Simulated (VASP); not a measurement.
Sb, 1 atom in the cell. It takes space group Pm-3m (No. 221, cubic). Conventional cell: a = 3.088 Å, b = 3.088 Å, c = 3.088 Å, α = 90.00°, β = 90.00°, γ = 90.00°. Within 4.1 Å of Sb (site symmetry m-3m) lie 6 Sb at 3.09 Å. 

```yaml
Program: VASP 6.6.1
Task: single point
Functional: HF
Potentials_or_basis: VASP PAW PBE potentials, release 64 (Sb)
Cutoff: 520 eV
k_mesh: 4 × 4 × 4
Occupations: fermi-dirac, width 0.05 eV
Spin: no spin polarisation
Dipole_correction: no
Grid_for_exact_exchange_PRECFOCK: Normal
Further_INCAR_settings: ALGO = Normal; EDIFF = 1e-07; NBANDS = 8
```

Potentials or basis: VASP PAW PBE potentials, release 64 (Sb).

The run is started by

```sh
$ cat potpaw_PBE.64/Sb/POTCAR > POTCAR
$ cp INCAR.step1 INCAR
$ mpirun -np 1 vasp_std > vasp.out
$ cp INCAR.step2 INCAR
$ mpirun -np 1 vasp_std > vasp.out
```

Hardware: 1 thread of Intel(R) Xeon(R) Platinum 8259CL CPU @ 2.50GHz (Skylake/Cascade Lake) (shared host).

Task: How long does it take, and how much memory?

Result: Run time: 82 s on 1 thread of Intel(R) Xeon(R) Platinum 8259CL CPU @ 2.50GHz (Skylake/Cascade Lake), with other jobs on the host, peak memory 0.14 GiB. Counts: k points 10.
